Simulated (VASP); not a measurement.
Runs of VASP 6.6.1 on Rh. The structure is that of space group Fm-3m (No. 225), or close to it. The cells are those of the table. 

```csv
cell,gap on the mesh (eV),pressure (GPa)
"a = 2.824 Å, angles 60.0°, 1 atom",none,-23.2
"a = 2.656, b = 2.656, c = 2.689 Å, angles 59.6, 59.6, 60.8°, 1 atom",none,13.5
"a = 2.790, b = 2.790, c = 2.824 Å, angles 59.6, 59.6, 60.8°, 1 atom",none,-20.0
"a = 2.623, b = 2.623, c = 2.555 Å, angles 60.9, 60.9, 58.3°, 1 atom",none,44.1
"a = 2.757, b = 2.757, c = 2.689 Å, angles 60.8, 60.8, 58.4°, 1 atom",none,-6.3
"a = 2.723, b = 2.723, c = 2.756 Å, angles 59.6, 59.6, 60.8°, 1 atom",none,-6.8
"a = 2.555 Å, angles 60.0°, 1 atom",none,70.5
"a = 2.589, b = 2.589, c = 2.555 Å, angles 60.4, 60.4, 59.1°, 1 atom",none,56.2
"a = 2.723, b = 2.723, c = 2.689 Å, angles 60.4, 60.4, 59.2°, 1 atom",none,(b)
"a = 2.756 Å, angles 60.0°, 1 atom",none,(a)
"a = 2.589, b = 2.589, c = 2.622 Å, angles 59.6, 59.6, 60.9°, 1 atom",none,43.6
"a = 2.656, b = 2.656, c = 2.622 Å, angles 60.4, 60.4, 59.2°, 1 atom",none,22.3
```

Alike in all rows: task single point; level PBE; potentials or basis VASP PAW PBE potentials, release 64 (Rh_pv); no spin polarisation; k mesh 22 × 22 × 22; cutoff (eV) 520; smearing methfessel-paxton 0.02 eV.

Q: Fill in the values left out.

A: (a) -11.9; (b) -0.9.

A k mesh can miss the band edges, and the runs leave out spin-orbit coupling on Rh.

A gap of «none» marks levels without a gap at the run's occupations.
